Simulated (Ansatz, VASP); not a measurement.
BAs in VASP and in Ansatz

```xyz
2
Lattice="0.0000 2.4363 2.3885 2.4363 0.0000 2.3885 2.4363 2.4363 0.0000" Properties=species:S:1:pos:R:3 pbc="T T T"
B     0.0000    0.0000    0.0000
As    3.6544    3.6544    3.5827
```

Change from the starting cell: equal xx and yy strain of +2 %.

Alike in both runs: task single point; functional LDA; k mesh 15 × 15 × 15; occupations fermi-dirac, width 0.03 eV; no spin polarisation.

|  | VASP | Ansatz |
| --- | --- | --- |
| version | VASP 6.6.1 | Ansatz 0.2.0 |
| potentials or method | VASP PAW LDA potentials, release 64 (B, As), cutoff 520 eV | all-electron LAPW, scalar-relativistic |

```tsv
	VASP	Ansatz	Ansatz less VASP
pressure (GPa)	-8.0	-8.7	-0.69
traceless stress, the component that is largest in VASP (GPa)	2.56	2.58	+0.012
```

LDA's correlation is that of Perdew and Zunger in VASP and of Perdew and Wang (1992) in Ansatz. Ansatz ran all-electron here, and VASP with PAW potentials.
